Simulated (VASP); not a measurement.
Write the native input for VASP 6.6.1 that does the following.

```
Task                   : single point
Functional             : PBE
Potentials or basis    : VASP PAW PBE potentials, release 64 (Ge_d)
Cutoff                 : 500 eV
k mesh                 : 12 × 12 × 12
Occupations            : gaussian, width 0.1 eV
Spin                   : no spin polarisation
Dipole correction      : no
Further INCAR settings : ALGO = Normal; EDIFF = 1e-06; NBANDS = 21
```

The structure of Ge lies in POSCAR:

```
Ge
1.0
    0.0000000000      2.7914088152      2.7914088152
    2.7914088152      0.0000000000      2.7914088152
    2.7914088152      2.7914088152      0.0000000000
Ge
2
Direct
    0.0000000000      0.0000000000      0.0000000000
    0.2500000000      0.2500000000      0.2500000000
```

This cell differs from its parent crystal: volume scaled by 0.91.

One way to write it, as run:

INCAR

```
ALGO = Normal ; EDIFF = 1E-6
ENCUT = 500 ; GGA = PE
GGA_COMPAT = False ; ISIF = 2
ISMEAR = 0 ; LASPH = True
LCHARG = True ; LELF = True
LREAL = False ; LVHAR = True
LWAVE = False ; NBANDS = 21
NELM = 120 ; PREC = Accurate
SIGMA = 0.1
```

KPOINTS

```
k-points
0
Gamma
  12 12 12
```

Potentials or basis: VASP PAW PBE potentials, release 64 (Ge_d).

Launch:

```bash
$ cat potpaw_PBE.64/Ge_d/POTCAR > POTCAR
$ mpirun -np 1 vasp_std > vasp.out
```

Results of the run:

```json
{
 "Pressure": "6.8 GPa",
 "Band gap on the k mesh": "0.31 eV, indirect (least direct gap 0.41 eV)"
}
```

It took 2.2 min on 1 thread of AMD EPYC 7R13, on a shared host, peak memory 0.16 GiB.
